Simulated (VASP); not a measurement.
Set up this calculation in VASP 6.6.1, as the native input.

| Item | Value |
| --- | --- |
| Task | single point |
| Functional | r2SCAN |
| Dispersion | D3(BJ) |
| Potentials or basis | VASP PAW PBE potentials, release 64 (Te, I) |
| Cutoff | 520 eV |
| k mesh | 5 × 5 × 5 |
| Occupations | fermi-dirac, width 0.1 eV |
| Spin | no spin polarisation |
| Dipole correction | no |
| Further INCAR settings | ALGO = Normal; EDIFF = 1e-07; NBANDS = 43 |

The system is Te3I2.

```
CELL_PARAMETERS angstrom
4.53308 0.00000 0.00000
-2.26654 3.92576 0.00000
0.00000 -2.61717 19.20963
ATOMIC_POSITIONS crystal
Te 0.14500 0.29000 0.43500
Te 0.85500 0.71000 0.56500
Te 0.04200 0.08400 0.12600
Te 0.95800 0.91600 0.87400
Te 0.24100 0.48200 0.72300
Te 0.75900 0.51800 0.27700
I 0.34700 0.69400 0.04100
I 0.65300 0.30600 0.95900
I 0.45000 0.90000 0.35000
I 0.55000 0.10000 0.65000
```

One way to write it, as run:

POSCAR

```
Te3I2
1.0
    4.5330800000      0.0000000000      0.0000000000
   -2.2665400000      3.9257630000      0.0000000000
    0.0000000000     -2.6171720000     19.2096280000
Te I
6 4
Direct
    0.1450000000      0.2900000000      0.4350000000
    0.8550000000      0.7100000000      0.5650000000
    0.0420000000      0.0840000000      0.1260000000
    0.9580000000      0.9160000000      0.8740000000
    0.2410000000      0.4820000000      0.7230000000
    0.7590000000      0.5180000000      0.2770000000
    0.3470000000      0.6940000000      0.0410000000
    0.6530000000      0.3060000000      0.9590000000
    0.4500000000      0.9000000000      0.3500000000
    0.5500000000      0.1000000000      0.6500000000
```

INCAR.step1

```
SYSTEM = Te3I2
ALGO = Normal
EDIFF = 1E-4
ENCUT = 520
GGA = PE
ISMEAR = -1
LASPH = .True.
LCHARG = .False.
LREAL = .False.
LWAVE = .True.
NBANDS = 43
NELM = 60
PREC = Accurate
SIGMA = 0.1
```

INCAR.step2

```
SYSTEM = Te3I2
ALGO = Normal
EDIFF = 1E-7
ENCUT = 520
ISIF = 2
ISMEAR = -1
ISTART = 1
IVDW = 12
LASPH = .True.
LCHARG = .False.
LMIXTAU = .True.
LREAL = .False.
LWAVE = .False.
METAGGA = R2SCAN
NBANDS = 43
NELM = 60
PREC = Accurate
SIGMA = 0.1
VDW_A1 = 0.49484001
VDW_A2 = 5.73083694
VDW_S6 = 1.0
VDW_S8 = 0.78981345
```

KPOINTS

```
k-points
0
Gamma
  5 5 5
  0 0 0
```

Potentials or basis: VASP PAW PBE potentials, release 64 (Te, I).

The run is started by

```bash
$ cat potpaw_PBE.64/Te/POTCAR potpaw_PBE.64/I/POTCAR > POTCAR
$ cp INCAR.step1 INCAR
$ mpirun -np 1 vasp_std > vasp.out
$ cp INCAR.step2 INCAR
$ mpirun -np 1 vasp_std > vasp.out
```

It gave:

The pressure is 4.8 GPa and the largest force is 1.952 eV/Å. The band gap on the k mesh is zero (bands 32 and 33 overlap by 0.79 eV) and the dispersion energy per atom is -0.192 eV.

Caveat: three body term missing; the cell stands under pressure; the PAW data sets were made with another functional, which shifts forces and pressure a little; spin-orbit coupling is left out, which moves the levels of the heavy elements.

Run time: 32 min on 1 thread of Intel(R) Xeon(R) Platinum 8488C (Sapphire Rapids), with other jobs on the host, peak memory 0.61 GiB.
